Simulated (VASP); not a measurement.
Input of a VASP 6.6.1 run:

The input POSCAR:

```
Ga2O3
1.0
    2.4922617722      1.4389080051      4.5702516696
   -2.4922617722      1.4389080051      4.5702516696
    0.0000000000     -2.8778160102      4.5702516696
Ga O
4 6
Direct
    0.8547071878      0.8547071878      0.8547071878
    0.6452928122      0.6452928122      0.6452928122
    0.1452928122      0.1452928122      0.1452928122
    0.3547071878      0.3547071878      0.3547071878
    0.7500000000      0.4460659207      0.0539340793
    0.4460659207      0.0539340793      0.7500000000
    0.0539340793      0.7500000000      0.4460659207
    0.2500000000      0.5539340793      0.9460659207
    0.9460659207      0.2500000000      0.5539340793
    0.5539340793      0.9460659207      0.2500000000
```

INCAR.step1

```
PREC     = Accurate       # precision mode
ENCUT    = 520            # plane-wave cutoff, eV
ISMEAR   = 0              # smearing method
SIGMA    = 0.01           # smearing width, eV
LREAL    = False          # projectors in reciprocal space
LASPH    = True           # aspherical terms in the spheres
NELM     = 60             # most SCF steps
NBANDS   = 55             # bands
GGA      = PE             # functional
ALGO     = Normal         # electronic algorithm
EDIFF    = 1E-4           # SCF threshold, eV
LWAVE    = True           # write WAVECAR
LCHARG   = False          # write CHGCAR
```

Contents of INCAR.step2:

```
PREC     = Accurate       # precision mode
ENCUT    = 520            # plane-wave cutoff, eV
EDIFF    = 1E-6           # SCF threshold, eV
ISMEAR   = 0              # smearing method
SIGMA    = 0.01           # smearing width, eV
LREAL    = False          # projectors in reciprocal space
LASPH    = True           # aspherical terms in the spheres
NELM     = 60             # most SCF steps
ALGO     = Normal         # electronic algorithm
ISIF     = 2              # what is computed and relaxed
LWAVE    = False          # write WAVECAR
LCHARG   = False          # write CHGCAR
METAGGA  = R2SCAN         # meta-GGA
LMIXTAU  = True         
NBANDS   = 55             # bands
ISTART   = 1
```

Contents of KPOINTS:

```
regular mesh
0
Gamma
  6 6 6
```

Potentials or basis: VASP PAW PBE potentials, release 64 (Ga_d, O).

Run with:

```console
$ cat potpaw_PBE.64/Ga_d/POTCAR potpaw_PBE.64/O/POTCAR > POTCAR
$ cp INCAR.step1 INCAR
$ mpirun -np 1 vasp_std > vasp.out
$ cp INCAR.step2 INCAR
$ mpirun -np 1 vasp_std > vasp.out
```

(1) Estimate the band gap on the k mesh.

(2) Estimate the pressure.

(3) What does it give for the largest force?

## Answers

(1) 3.33 eV (least direct gap 3.56 eV).

(2) -2.4 GPa.

(3) 0.050 eV/Å.

Caveat: the cell differs from its parent crystal (uniaxial z strain +2.0%); the PAW data sets were made with another functional, which shifts forces and pressure a little.
